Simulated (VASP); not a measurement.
Here is a VASP 6.6.1 calculation.

Contents of INCAR:

```
SYSTEM = Ir
  PREC = Accurate
  ENCUT = 520
  EDIFF = 1E-6
  ISMEAR = 0
  SIGMA = 0.1
  LREAL = .FALSE.
  LASPH = .TRUE.
  NELM = 80
  ALGO = Fast
  ISIF = 2
  LWAVE = .FALSE.
  LCHARG = .FALSE.
  GGA = PS
  NBANDS = 10
```

Contents of KPOINTS:

```
Automatic mesh
0
G
  15 15 15
  0 0 0
```

Contents of POSCAR:

```
Ir
1.0
    2.6728587958      0.0000000000      0.0000000000
   -1.3364293979      2.3147636179      0.0000000000
    1.3364293979      0.7715878726      2.2466992329
Ir
1
Direct
    0.0000000000      0.0000000000      0.0000000000
```

Potentials or basis: VASP PAW PBE potentials, release 64 (Ir).

The run is started by

```sh
$ cat potpaw_PBE.64/Ir/POTCAR > POTCAR
$ mpirun -np 1 vasp_std > vasp.out
```

Question: What does it give for the pressure?

Answer: 5.5 GPa.

Stress tensor (GPa, compression positive):
```
11.36  0.00  0.00
 0.00 11.36  0.00
 0.00  0.00 -6.21
```

Caveat: the PAW data sets were made with another functional, which shifts forces and pressure a little.
